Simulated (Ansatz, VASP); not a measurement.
## One calculation of Hf, two programs

```
CELL_PARAMETERS angstrom
0.00000 2.22000 2.22000
2.22000 0.00000 2.22000
2.22000 2.22000 0.00000
ATOMIC_POSITIONS crystal
Hf 0.00000 0.00000 0.00000
```

Alike in both runs: task single point; functional PBE; k mesh 13 × 13 × 13; occupations tetrahedron; no spin polarisation.

|  | VASP | Ansatz |
| --- | --- | --- |
| version | VASP 6.6.1 | Ansatz 0.2.0 |
| potentials or method | VASP PAW PBE potentials, release 64 (Hf_pv), cutoff 520 eV | all-electron LAPW, scalar-relativistic |

```tsv
	VASP	Ansatz	Ansatz less VASP
pressure (GPa)	2.9	3.3	+0.47
```

Ansatz ran all-electron here, and VASP with PAW potentials. Ansatz's warnings: band table not solved further, tetrahedron derivatives may miss energy slope.

Spin-orbit coupling is off throughout.
